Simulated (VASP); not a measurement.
A run of VASP 6.6.1 is set up as follows.

Contents of INCAR:

```
SYSTEM = Y
ALGO = Normal ; EDIFF = 1E-6
ENCUT = 520 ; GGA = PS
ISIF = 2 ; ISMEAR = -1
LASPH = .True. ; LCHARG = .False.
LREAL = .False. ; LWAVE = .False.
NBANDS = 12 ; NELM = 80
PREC = Accurate ; SIGMA = 0.05
```

The input KPOINTS:

```
k-points
0
Gamma
  15 15 15
  0 0 0
```

File POSCAR:

```
Y
1.0
    0.0000000000      2.1902401785      2.1902401785
    2.1902401785      0.0000000000      2.1902401785
    2.1902401785      2.1902401785      0.0000000000
Y
1
Direct
    0.0000000000      0.0000000000      0.0000000000
```

Potentials or basis: VASP PAW PBE potentials, release 64 (Y_sv).

Command:

```sh
$ cat potpaw_PBE.64/Y_sv/POTCAR > POTCAR
$ mpirun -np 1 vasp_std > vasp.out
```

What does it give for the band gap on the k mesh?

Zero (an odd number of electrons rules out a gap without spin polarisation).

What does it give for the pressure?

28.6 GPa.

Caveat: the cell stands under pressure; the PAW data sets were made with another functional, which shifts forces and pressure a little.
